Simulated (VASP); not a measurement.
# Ba (P6/mmm) in VASP: a series of runs

The runs below take Ba through single point, with revPBE.

Everything below comes from runs of VASP 6.6.1. Logs are shortened: lines on timing, memory, paths and dates and some standing lists are left out, and cuts for length are marked.

## Step 1: The cell of the first run

Symmetry: P6/mmm, No. 191, hexagonal system. The conventional cell has a = 7.353 Å, b = 7.353 Å, c = 4.368 Å, α = 90.00°, β = 90.00°, γ = 120.00°. Ba (site symmetry 6/mmm) has 14 Ba at 4.37 to 4.77 Å within 5.7 Å. Ba (site symmetry -6m2) has 11 Ba at 4.25 to 4.77 Å within 5.6 Å.

## Step 2: Single point, revPBE

INCAR reads:

```
SYSTEM = Ba
  PREC = Accurate
  ENCUT = 520
  EDIFF = 1E-6
  ISMEAR = -1
  SIGMA = 0.1
  LREAL = .FALSE.
  LASPH = .TRUE.
  NELM = 100
  ALGO = Normal
  ISIF = 2
  LWAVE = .FALSE.
  LCHARG = .TRUE.
  GGA = RE
  LELF = .TRUE.
  LVHAR = .TRUE.
  NBANDS = 22
```

KPOINTS reads:

```
Automatic mesh
0
G
  5 5 7
  0 0 0
```

POSCAR reads:

```
Ba
1.0
    7.3530255965      0.0000000000      0.0000000000
   -3.6765127982      6.3679069613      0.0000000000
    0.0000000000      0.0000000000      4.3681030881
Ba
3
Direct
    0.0000000000      0.0000000000      0.0000000000
    0.3333333333      0.6666666667      0.5000000000
    0.6666666667      0.3333333333      0.5000000000
```

Potentials or basis: VASP PAW PBE potentials, release 64 (Ba_sv).

Started as:

```bash
cat potpaw_PBE.64/Ba_sv/POTCAR > POTCAR
mpirun -np 1 vasp_std > vasp.out
```

OUTCAR:

```text
SYSTEM = Ba
   PREC = Accurate
   ENCUT = 520
   EDIFF = 1E-6
   ISMEAR = -1
   LREAL = .FALSE.
   LASPH = .TRUE.
   NELM = 100
   ISIF = 2
   GGA = RE

 ion  position               nearest neighbor table
   1  0.000  0.000  0.000-
   2  0.333  0.667  0.500-   3 4.25   3 4.25   3 4.25
   3  0.667  0.333  0.500-   2 4.25   2 4.25   2 4.25

  LATTYP: Found a hexagonal cell.
 ALAT       =     7.3530255965
 C/A-ratio  =     0.5940551996

  Lattice vectors:

 A1 = (   7.3530255965,   0.0000000000,   0.0000000000)
 A2 = (  -3.6765127982,   6.3679069613,   0.0000000000)
 A3 = (   0.0000000000,   0.0000000000,   4.3681030881)

Analysis of symmetry for initial positions (statically):
=====================================================================
 Subroutine PRICEL returns:
 Original cell was already a primitive cell.

 Routine SETGRP: Setting up the symmetry group for a
 hexagonal supercell.

 Subroutine GETGRP returns: Found 24 space group operations
 (whereof 24 operations were pure point group operations)
 out of a pool of 24 trial point group operations.

The static configuration has the point symmetry D_6h.

Analysis of symmetry for dynamics (positions and initial velocities):
=====================================================================
 Subroutine PRICEL returns:
 Original cell was already a primitive cell.

 Routine SETGRP: Setting up the symmetry group for a
 hexagonal supercell.

 Subroutine GETGRP returns: Found 24 space group operations
 (whereof 24 operations were pure point group operations)
 out of a pool of 24 trial point group operations.

The dynamic configuration has the point symmetry D_6h.

 Subroutine INISYM returns: Found 24 space group operations
 (whereof 24 operations are pure point group operations),
 and found     1 'primitive' translations

----------------------------------------------------------------------------------------

                                     Primitive cell

  volume of cell :     204.5294

  direct lattice vectors                    reciprocal lattice vectors
     7.353025597  0.000000000  0.000000000     0.135998439  0.078518735  0.000000000
    -3.676512798  6.367906961  0.000000000     0.000000000  0.157037470  0.000000000
     0.000000000  0.000000000  4.368103088     0.000000000  0.000000000  0.228932326

  length of vectors
     7.353025597  7.353025597  4.368103088     0.157037470  0.157037470  0.228932326

  position of ions in fractional coordinates (direct lattice)
     0.000000000  0.000000000  0.000000000
     0.333333333  0.666666667  0.500000000
     0.666666667  0.333333333  0.500000000

  ion indices of the primitive-cell ions
   primitive index   ion index
                 1           1
                 2           2
                 3           3

----------------------------------------------------------------------------------------

 KPOINTS: Automatic mesh

Automatic generation of k-mesh.
 Grid dimensions read from file:
 generate k-points for:    5    5    7

 Generating k-lattice:

  Cartesian coordinates                     Fractional coordinates (reciprocal lattice)
     0.027199688  0.015703747  0.000000000     0.200000000  0.000000000  0.000000000
     0.000000000  0.031407494  0.000000000     0.000000000  0.200000000  0.000000000
     0.000000000  0.000000000  0.032704618     0.000000000  0.000000000  0.142857143

  Length of vectors
     0.031407494  0.031407494  0.032704618

  Shift w.r.t. Gamma in fractional coordinates (k-lattice)
     0.000000000  0.000000000  0.000000000

 Subroutine IBZKPT returns following result:
 ===========================================

 Found     20 irreducible k-points:

 Following reciprocal coordinates:
            Coordinates               Weight
  0.000000  0.000000  0.000000      1.000000
  0.200000  0.000000  0.000000      6.000000
  0.400000  0.000000  0.000000      6.000000
  0.200000  0.200000  0.000000      6.000000
  0.400000  0.200000  0.000000      6.000000
  0.000000  0.000000  0.142857      2.000000
[... 12 lines left out ...]
  0.200000  0.200000  0.428571     12.000000
  0.400000  0.200000  0.428571     12.000000
   k-points           NKPTS =     20   k-points in BZ     NKDIM =     20   number of bands    NBANDS=     22
   number of dos      NEDOS =    301   number of ions     NIONS =      3
   total plane-waves  NPLWV = 100352
   dimension x,y,z NGX =    56 NGY =   56 NGZ =   32
   dimension x,y,z NGXF=   112 NGYF=  112 NGZF=   64
   ions per type =               3
   NGX,Y,Z   is equivalent  to a cutoff of  12.66, 12.66, 12.18 a.u.
   NGXF,Y,Z  is equivalent  to a cutoff of  25.32, 25.32, 24.36 a.u.
 SYSTEM =  Ba
   PREC   = accura    normal or accurate (medium, high low for compatibility)
   ISTART =      0    job   : 0-new  1-cont  2-samecut
   ICHARG =      2    charge: 1-file 2-atom 10-const
   ISPIN  =      1    spin polarized calculation?
   LNONCOLLINEAR =      F non collinear calculations
   LSORBIT =      F    spin-orbit coupling
   LASPH  =      T    aspherical Exc in radial PAW
   ENCUT  =  520.0 eV  38.22 Ry    6.18 a.u.  13.67 13.67  8.12*2*pi/ulx,y,z
   NELM   =    100;   NELMIN=  2; NELMDL= -5     # of ELM steps
   EDIFF  = 0.1E-05   stopping-criterion for ELM
   LREAL  =      F    real-space projection
   EDIFFG = 0.1E-04   stopping-criterion for IOM
   NSW    =      0    number of steps for IOM
   IBRION =     -1    ionic relax: 0-MD 1-quasi-New 2-CG
   NFREE  =      0    steps in history (QN), initial steepest desc. (CG)
   ISIF   =      2    stress and relaxation
   ISYM   =      2    0-nonsym 1-usesym 2-fastsym
   POTIM  = 0.5000    time-step for ionic-motion
   TEBEG  =    0.0;   TEEND  =   0.0 temperature during run
   PSTRESS=    0.0 pullay stress
   NELECT =      30.0000    total number of electrons
   NUPDOWN=      -1.0000    fix difference up-down
   EMIN   =  10.00;   EMAX   =-10.00  energy-range for DOS
   EFERMI =   0.00;   METHOD = LEGACY
   ISMEAR =    -1;   SIGMA  =   0.10  broadening in eV -4-tet -1-fermi 0-gaus
   EFERMI_NEDOS =   21; number of points for ismear=-14 and -15
   IALGO  =     38    algorithm
   IMIX   =      4    mixing-type and parameters
     AMIX     =   0.40;   BMIX     =  1.00
     AMIX_MAG =   1.60;   BMIX_MAG =  1.00
  volume/ion in A,a.u.               =      68.18       460.08
  Fermi-wavevector in a.u.,A,eV,Ry     =   0.863369  1.631532 10.141876  0.745407
  Thomas-Fermi vector in A             =   1.981309
   LORBIT       =      0    0 simple, 1 ext, 2 COOP (PROOUT), +10 PAW based schemes
   GGA     = RE    functional components
   LHFCALC =     F    Hartree Fock is set to
   AEXX    =    0.0000 exact exchange contribution
   IVDW    =     0    specifies the selected vdW correction
   LEPSILON=     F    determine dielectric tensor
   LRPA    =     F    only Hartree local field effects (RPA)
 non-spin polarized calculation
  energy-cutoff  :      520.00
  volume of cell :      204.53
 maximum number of plane-waves:      5548
 NGX is ok and might be reduce to    56
   NGX = 27   NGY = 27   NGZ = 17

 number of electron      30.0000001 magnetization

 Free energy of the ion-electron system (eV)
  ---------------------------------------------------
  ext. energy  EPLUGINS =         0.00000000
  ---------------------------------------------------
  free energy    TOTEN  =        -5.08667675 eV

  energy without entropy =       -4.89600332  energy(sigma->0) =       -4.99134004

 E-fermi :   1.4942     XC(G=0):  -7.0756

 val. band max:        1.4840026313   @ k =   0.0000   0.0000   0.2857
 cond. band min:       1.5057694988   @ k =   0.0000   0.0000   0.1429
 fundamental gap:      0.0217668675
 Fermi energy:         1.4941702662

 k-point     1 :       0.0000    0.0000    0.0000
  band No.  band energies     occupation
      1     -27.6079      2.00000
      2     -27.5696      2.00000
      3     -27.5070      2.00000
      4     -12.9055      2.00000
      5     -12.9055      2.00000
      6     -12.7530      2.00000
[... 14 lines left out ...]
     21       3.5285      0.00000
     22       3.5285      0.00000

 k-point     2 :       0.2000    0.0000    0.0000
  band No.  band energies     occupation
      1     -27.6044      2.00000
      2     -27.5727      2.00000
      3     -27.5074      2.00000
      4     -12.9295      2.00000
      5     -12.9034      2.00000
      6     -12.7187      2.00000
[... 14 lines left out ...]
     21       3.2131      0.00000
     22       3.7383      0.00000

 k-point     3 :       0.4000    0.0000    0.0000
  band No.  band energies     occupation
      1     -27.5965      2.00000
      2     -27.5800      2.00000
      3     -27.5080      2.00000
      4     -12.9581      2.00000
      5     -12.8644      2.00000
      6     -12.7250      2.00000
[... 14 lines left out ...]
     21       2.8225      0.00000
     22       3.5660      0.00000

 k-point     4 :       0.2000    0.2000    0.0000
  band No.  band energies     occupation
      1     -27.5985      2.00000
      2     -27.5781      2.00000
      3     -27.5079      2.00000
      4     -12.9411      2.00000
      5     -12.8912      2.00000
      6     -12.7117      2.00000
[... 14 lines left out ...]
     21       2.8015      0.00000
     22       3.7440      0.00000

 k-point     5 :       0.4000    0.2000    0.0000
  band No.  band energies     occupation
      1     -27.5920      2.00000
      2     -27.5844      2.00000
      3     -27.5083      2.00000
      4     -12.9460      2.00000
      5     -12.8487      2.00000
      6     -12.7848      2.00000
[... 317 lines left out ...]
 k-point    18 :       0.4000    0.0000    0.4286
  band No.  band energies     occupation
      1     -27.5801      2.00000
      2     -27.5640      2.00000
      3     -27.4918      2.00000
      4     -12.9119      2.00000
      5     -12.8979      2.00000
      6     -12.8915      2.00000
[... 14 lines left out ...]
     21       3.1611      0.00000
     22       3.2067      0.00000

 k-point    19 :       0.2000    0.2000    0.4286
  band No.  band energies     occupation
      1     -27.5819      2.00000
      2     -27.5622      2.00000
      3     -27.4918      2.00000
      4     -12.9256      2.00000
      5     -12.9096      2.00000
      6     -12.8609      2.00000
[... 14 lines left out ...]
     21       3.0588      0.00000
     22       3.3415      0.00000

 k-point    20 :       0.4000    0.2000    0.4286
  band No.  band energies     occupation
      1     -27.5758      2.00000
      2     -27.5683      2.00000
      3     -27.4918      2.00000
      4     -12.9462      2.00000
      5     -12.9022      2.00000
      6     -12.8761      2.00000
[... 14 lines left out ...]
     21       3.2049      0.00000
     22       3.4116      0.00000

------------------------ aborting loop because EDIFF is reached ----------------------------------------

  FORCE on cell =-STRESS in cart. coord.  units (eV):
  Direction    XX          YY          ZZ          XY          YZ          ZX
  --------------------------------------------------------------------------------------
  -------------------------------------------------------------------------------------
  Total        0.0469473      0.0469473      0.0657902      0.0000000      0.0000000      0.0000000
  in kB        0.3677606      0.3677606      0.5153663      0.0000000      0.0000000      0.0000000
  external PRESSURE =       0.4169625 kB  Pullay stress =       0.0000000 kB

 VOLUME and BASIS-vectors are now :
 -----------------------------------------------------------------------------
  energy-cutoff  :      520.00
  volume of cell :      204.53
      direct lattice vectors                 reciprocal lattice vectors
     7.353025597  0.000000000  0.000000000     0.135998439  0.078518735  0.000000000
    -3.676512798  6.367906961  0.000000000     0.000000000  0.157037470  0.000000000
     0.000000000  0.000000000  4.368103088     0.000000000  0.000000000  0.228932326

 POSITION                                       TOTAL-FORCE (eV/Angst)
 -----------------------------------------------------------------------------------
      0.00000      0.00000      0.00000         0.000000      0.000000     -0.000000
     -0.00000      4.24527      2.18405         0.000000     -0.000000      0.000000
      3.67651      2.12264      2.18405        -0.000000      0.000000     -0.000000
 -----------------------------------------------------------------------------------
    total drift:                                0.000000     -0.000000      0.000000

  FREE ENERGIE OF THE ION-ELECTRON SYSTEM (eV)
  ---------------------------------------------------
  free  energy   TOTEN  =        -5.0866767545 eV

  energy  without entropy=       -4.8960033230  energy(sigma->0) =       -4.99134004
```

Wall time 45 s (1 thread of Intel Xeon Platinum 8488C (Sapphire Rapids), shared host); peak memory 0.32 GiB.

What came out:

* Free energy: -5.0867 eV
* Pressure: 0.0 GPa
* Band gap on the k mesh: zero (band 15 reaches 1.89 eV, above the bottom of band 16 at 1.42 eV)

Caveat: the PAW data sets were made with another functional, which shifts forces and pressure a little; spin-orbit coupling is left out, which moves the levels of the heavy elements.

## Step 3: Single point, revPBE (volume scaled by 0.88)

INCAR reads:

```
  PREC = Accurate
  ENCUT = 520
  EDIFF = 1E-7
  ISMEAR = -1
  SIGMA = 0.1
  LREAL = False
  LASPH = True
  NELM = 100
  ALGO = Normal
  ISIF = 2
  LWAVE = False
  LCHARG = True
  GGA = RE
  LELF = True
  LVHAR = True
  NBANDS = 22
```

KPOINTS reads:

```
Automatic mesh
0
Gamma
  6 6 8
```

POSCAR reads:

```
Ba
1.0
    7.0462865705      0.0000000000      0.0000000000
   -3.5231432852      6.1022631725      0.0000000000
    0.0000000000      0.0000000000      4.1858831748
Ba
3
Direct
    0.0000000000      0.0000000000      0.0000000000
    0.3333333333      0.6666666667      0.5000000000
    0.6666666667      0.3333333333      0.5000000000
```

Potentials or basis: VASP PAW PBE potentials, release 64 (Ba_sv).

Started as:

```bash
cat potpaw_PBE.64/Ba_sv/POTCAR > POTCAR
mpirun -np 1 vasp_std > vasp.out
```

Run time: 96 s. Hardware: 1 thread of Intel Xeon Platinum 8488C (Sapphire Rapids), shared host; peak memory 0.33 GiB.

The run converged. Its results:

| Property | Result |
| --- | --- |
| Free energy | -5.0009 eV |
| Pressure | 1.2 GPa |
| Band gap on the k mesh | zero (band 15 reaches 2.44 eV, above the bottom of band 16 at 1.81 eV) |

Levels at points of the mesh, in eV from the Fermi level:
```csv
k point,band 12,band 13,band 14,band 15,band 16,band 17,band 18,band 19
"(0.00, 0.00, 0.00)",-13.74,-2.77,-0.34,0.53,0.53,0.58,0.58,0.67
"(0.50, 0.00, 0.00)",-13.76,-1.47,-1.38,-0.91,0.68,0.75,0.83,1.03
"(0.00, 0.00, 0.50)",-13.86,-0.59,-0.44,-0.44,-0.10,-0.10,-0.05,1.58
"(0.50, 0.00, 0.50)",-13.82,-0.71,-0.57,-0.23,0.16,0.53,0.63,1.28
```

Caveat: the PAW data sets were made with another functional, which shifts forces and pressure a little; spin-orbit coupling is left out, which moves the levels of the heavy elements.

(Part 1 of 2 ends here.)
